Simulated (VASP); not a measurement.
# Hf3Ti (Pm-3m) in VASP: a series of runs, part 2 of 2

VASP 6.6.1. Earlier steps stand in the parts before.

## Step 4: Relaxation of cell and atoms, PBE

File INCAR:

```
SYSTEM = Hf3Ti
PREC = Accurate
ENCUT = 600
EDIFF = 1E-6
ISMEAR = 0
SIGMA = 0.1
LREAL = .False.
LASPH = .True.
NELM = 100
ALGO = Normal
ISIF = 3
LWAVE = .False.
LCHARG = .False.
GGA = PE
IBRION = 2
NSW = 90
EDIFFG = -0.04
```

File KPOINTS:

```
regular mesh
0
Gamma
  4 4 4
  0 0 0
```

File POSCAR:

```
Hf3Ti
1.0
    4.1517584889      0.0000000000      0.0000000000
    0.0000000000      4.1517584889      0.0000000000
    0.0000000000      0.0000000000      4.1517584889
Hf Ti
3 1
Direct
    0.0000000000      0.5000000000      0.5000000000
    0.5000000000      0.0000000000      0.5000000000
    0.5000000000      0.5000000000      0.0000000000
    0.0000000000      0.0000000000      0.0000000000
```

On the command line:

```sh
$ cat potpaw_PBE.64/Hf_pv/POTCAR potpaw_PBE.64/Ti_sv/POTCAR > POTCAR
$ mpirun -np 1 vasp_std > vasp.out
```

It took 2.5 min on 1 thread of AMD EPYC 9R14 (Zen 4), shared host; peak memory 0.19 GiB.

It converged, with:

```
Free energy                           : -37.3630 eV
Relaxed volume                        : 21.27 Å³/atom
Relaxed cell                          : a = 4.398 Å, b = 4.398 Å, c = 4.398 Å, α = 90.00°, β = 90.00°, γ = 90.00°
Space group after relaxing (to 0.1 Å) : Pm-3m (No. 221)
Energy gained by relaxing             : 217.9 meV/atom
Ionic steps                           : 4
Pressure after relaxing               : -0.1 GPa
Band gap on the k mesh                : zero (bands 21 and 22 overlap by 1.51 eV)
```

Step by step:
```tsv
step	energy change (eV)	largest force (eV/Å)	pressure (GPa)	volume (Å³)
1	0.0000	0.0000	23.94	71.56
2	0.0565	0.0000	-14.50	102.97
3	-0.8709	0.0000	-0.50	85.45
4	-0.8715	0.0000	-0.07	85.09
```

Final structure:
```
CELL_PARAMETERS angstrom
4.39837 0.00000 0.00000
0.00000 4.39837 0.00000
0.00000 0.00000 4.39837
ATOMIC_POSITIONS crystal
Hf 0.00000 0.50000 0.50000
Hf 0.50000 0.00000 0.50000
Hf 0.50000 0.50000 0.00000
Ti 0.00000 0.00000 0.00000
```

Levels at points of the mesh, in eV from the Fermi level:
```
           k point  band 16  band 17  band 18  band 19  band 20  band 21  band 22  band 23  band 24  band 25
(0.00, 0.00, 0.00)    -2.88    -2.88    -1.96    -1.96    -1.96     1.17     1.17     1.17     2.59     2.59
(0.50, 0.00, 0.00)    -1.92    -1.43    -0.74    -0.56    -0.46    -0.46    -0.26    -0.26     1.06     1.64
(0.50, 0.50, 0.00)    -2.56    -2.23    -0.53    -0.26    -0.25    -0.25    -0.06     0.01     0.01     0.02
(0.50, 0.50, 0.50)    -3.38    -3.18     0.56     0.56     0.56     0.79     0.79     0.82     0.94     0.94
```

Caveat: the k points lie up to 0.36 Å⁻¹ apart in the final cell, too coarse for converged energies and pressures of a metal; the volume moved by over 15 % at a fixed basis, so the end points are rough; spin-orbit coupling is left out, which moves the levels of the heavy elements.

## Step 5: Single point, PBE

This run uses another cell than the first one, of 21.28 Å³/atom.

File INCAR:

```
SYSTEM = Hf3Ti
ALGO = Fast ; EDIFF = 1E-6
ENCUT = 520 ; GGA = PE
ISIF = 2 ; ISMEAR = 0
LASPH = .TRUE. ; LCHARG = .FALSE.
LREAL = .FALSE. ; LWAVE = .FALSE.
NBANDS = 29 ; NELM = 60
PREC = Accurate ; SIGMA = 0.1
```

File KPOINTS:

```
k-points
0
G
  10 10 10
  0 0 0
```

File POSCAR:

```
Hf3Ti
1.0
    4.3986832695      0.0000000000      0.0000000000
    0.0000000000      4.3986832695      0.0000000000
    0.0000000000      0.0000000000      4.3986832695
Hf Ti
3 1
Direct
    0.0000000000      0.5000000000      0.5000000000
    0.5000000000      0.0000000000      0.5000000000
    0.5000000000      0.5000000000      0.0000000000
    0.0000000000      0.0000000000      0.0000000000
```

On the command line:

```sh
$ cat potpaw_PBE.64/Hf_pv/POTCAR potpaw_PBE.64/Ti_sv/POTCAR > POTCAR
$ mpirun -np 1 vasp_std > vasp.out
```

Wall time 7.3 min (1 thread of AMD EPYC 9R14 (Zen 4), shared host); peak memory 0.25 GiB.

Results (log left out):

* Free energy: -37.2667 eV
* Pressure: -0.4 GPa
* Band gap on the k mesh: zero (bands 21 and 22 overlap by 1.59 eV)

Levels at points of the mesh, in eV from the Fermi level:
| k point | band 19 | band 20 | band 21 | band 22 | band 23 | band 24 |
| --- | --- | --- | --- | --- | --- | --- |
| (0.00, 0.00, 0.00) | -1.99 | -1.99 | 1.13 | 1.13 | 1.13 | 2.54 |
| (0.50, 0.00, 0.00) | -0.61 | -0.50 | -0.50 | -0.30 | -0.30 | 1.01 |
| (0.50, 0.50, 0.00) | -0.30 | -0.29 | -0.29 | -0.10 | -0.03 | -0.02 |
| (0.50, 0.50, 0.50) | 0.52 | 0.52 | 0.75 | 0.75 | 0.79 | 0.91 |

Caveat: spin-orbit coupling is left out, which moves the levels of the heavy elements.

## Step 6: Relaxation of cell and atoms, PBE

This run uses another cell than the first one, of 21.32 Å³/atom.

File INCAR:

```
PREC     = Accurate       # precision mode
ENCUT    = 600            # plane-wave cutoff, eV
EDIFF    = 1E-7           # SCF threshold, eV
ISMEAR   = 0              # smearing method
SIGMA    = 0.1            # smearing width, eV
LREAL    = F              # projectors in reciprocal space
LASPH    = T              # aspherical terms in the spheres
NELM     = 100            # most SCF steps
ALGO     = Fast           # electronic algorithm
ISIF     = 3              # what is computed and relaxed
LWAVE    = F              # write WAVECAR
LCHARG   = F              # write CHGCAR
GGA      = PE             # functional
IBRION   = 2              # ionic algorithm
NSW      = 100            # ionic steps
EDIFFG   = -0.01          # ionic threshold
```

File KPOINTS:

```
regular mesh
0
Gamma
  10 10 10
```

File POSCAR:

```
Hf3Ti
1.0
    4.4015322244      0.0000000000      0.0000000000
    0.0000000000      4.4015322244      0.0000000000
    0.0000000000      0.0000000000      4.4015322244
Hf Ti
3 1
Direct
    0.0000000000      0.5000000000      0.5000000000
    0.5000000000      0.0000000000      0.5000000000
    0.5000000000      0.5000000000      0.0000000000
    0.0000000000      0.0000000000      0.0000000000
```

Potentials or basis: VASP PAW PBE potentials, release 64 (Hf_pv, Ti_sv).

On the command line:

```sh
$ cat potpaw_PBE.64/Hf_pv/POTCAR potpaw_PBE.64/Ti_sv/POTCAR > POTCAR
$ mpirun -np 1 vasp_std > vasp.out
```

Run time: 15 min. Hardware: 1 thread of AMD EPYC 9R14 (Zen 4), shared host; peak memory 0.28 GiB.

Results (log left out):

- Free energy: -37.2676 eV
- Relaxed volume: 21.20 Å³/atom
- Relaxed cell: a = 4.393 Å, b = 4.393 Å, c = 4.393 Å, α = 90.00°, β = 90.00°, γ = 90.00°
- Space group after relaxing (to 0.1 Å): Pm-3m (No. 221)
- Energy gained by relaxing: 0.2 meV/atom
- Ionic steps: 3
- Pressure after relaxing: 0.0 GPa

The path:
| step | energy change (eV) | largest force (eV/Å) | pressure (GPa) | volume (Å³) |
| --- | --- | --- | --- | --- |
| 1 | 0.0000 | 0.0000 | -0.57 | 85.27 |
| 2 | 0.0000 | 0.0000 | 0.58 | 84.34 |
| 3 | -0.0009 | 0.0000 | 0.00 | 84.80 |

Final structure:
```xyz
4
Lattice="4.3933 0.0000 0.0000 0.0000 4.3933 0.0000 0.0000 0.0000 4.3933" Properties=species:S:1:pos:R:3 pbc="T T T"
Hf    0.0000    2.1967    2.1967
Hf    2.1967    0.0000    2.1967
Hf    2.1967    2.1967    0.0000
Ti    0.0000    0.0000    0.0000
```

Levels at points of the mesh, in eV from the Fermi level:
```csv
k point,band 17,band 18,band 19,band 20,band 21,band 22,band 23,band 24,band 25
"(0.00, 0.00, 0.00)",-2.93,-2.01,-2.01,-2.01,1.13,1.13,1.13,2.56,2.56
"(0.50, 0.00, 0.00)",-1.48,-0.78,-0.61,-0.50,-0.50,-0.30,-0.30,1.01,1.61
"(0.50, 0.50, 0.00)",-2.27,-0.57,-0.30,-0.29,-0.29,-0.10,-0.03,-0.03,-0.03
"(0.50, 0.50, 0.50)",-3.24,0.53,0.53,0.53,0.75,0.76,0.81,0.91,0.91
```

Caveat: the bands computed are all filled at some k points, so no gap is given; spin-orbit coupling is left out, which moves the levels of the heavy elements.

## Step 7: The runs side by side

| task | cell | k mesh | cutoff (eV) | gap on the mesh (eV) | pressure (GPa) | relaxed volume (Å³/atom) |
| --- | --- | --- | --- | --- | --- | --- |
| single point | a = 4.152 Å, 4 atoms | 4 × 4 × 4 | 520 | none | 23.8 | - |
| single point | a = 4.402 Å, 4 atoms | 4 × 4 × 4 | 520 | none | -0.3 | - |
| relaxation of cell and atoms | relaxed from a = 4.152 Å, 4 atoms | 4 × 4 × 4 | 600 | none | -0.1 | 21.27 |
| single point | a = 4.399 Å, 4 atoms | 10 × 10 × 10 | 520 | none | -0.4 | - |
| relaxation of cell and atoms | relaxed from a = 4.402 Å, 4 atoms | 10 × 10 × 10 | 600 | - | 0.0 | 21.20 |

Alike in all rows: level PBE; potentials or basis VASP PAW PBE potentials, release 64 (Hf_pv, Ti_sv); no spin polarisation; smearing gaussian 0.1 eV.

Caveats: some runs use coarse meshes; spin-orbit coupling is left out, which moves the levels of the heavy elements; the volume moved by over 15 % at a fixed basis, so the end points are rough (at least some runs); the bands computed are all filled at some k points, so no gap is given (at least some runs).

Absolute energies hang on the potentials; compare differences alone.
